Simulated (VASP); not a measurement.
A run of VASP 6.6.1:

Contents of INCAR:

```
SYSTEM = Be5Ir
  PREC = Accurate
  ENCUT = 520
  EDIFF = 1E-6
  ISMEAR = -1
  SIGMA = 0.15
  LREAL = .FALSE.
  LASPH = .TRUE.
  NELM = 60
  ALGO = Normal
  ISIF = 2
  LWAVE = .FALSE.
  LCHARG = .FALSE.
  GGA = PE
  NBANDS = 18
```

The input KPOINTS:

```
Automatic mesh
0
G
  12 12 10
  0 0 0
```

File POSCAR:

```
Be5Ir
1.0
    4.1945109159      0.0000000000      0.0000000000
   -2.0972554579      3.6325530096      0.0000000000
    0.0000000000      0.0000000000      3.5556028672
Be Ir
5 1
Direct
    0.6666666667      0.3333333333      0.5000000000
    0.3333333333      0.6666666667      0.5000000000
    0.0000000000      0.6096900624      0.0000000000
    0.6096900624      0.0000000000      0.0000000000
    0.3903099376      0.3903099376      0.0000000000
    0.0000000000      0.0000000000      0.5000000000
```

Potentials or basis: VASP PAW PBE potentials, release 64 (Be, Ir).

Run with:

```bash
$ cat potpaw_PBE.64/Be/POTCAR potpaw_PBE.64/Ir/POTCAR > POTCAR
$ mpirun -np 1 vasp_std > vasp.out
```

Hardware: 1 thread of Oxide Virtual Turin-like Processor, with other jobs on the host.

**Question.** How long does it take, and how much memory?

**Answer.** It took 100 s on 1 thread of Oxide Virtual Turin-like Processor, with other jobs on the host, peak memory 0.21 GiB. Counts: scf iterations 12, k points 114.
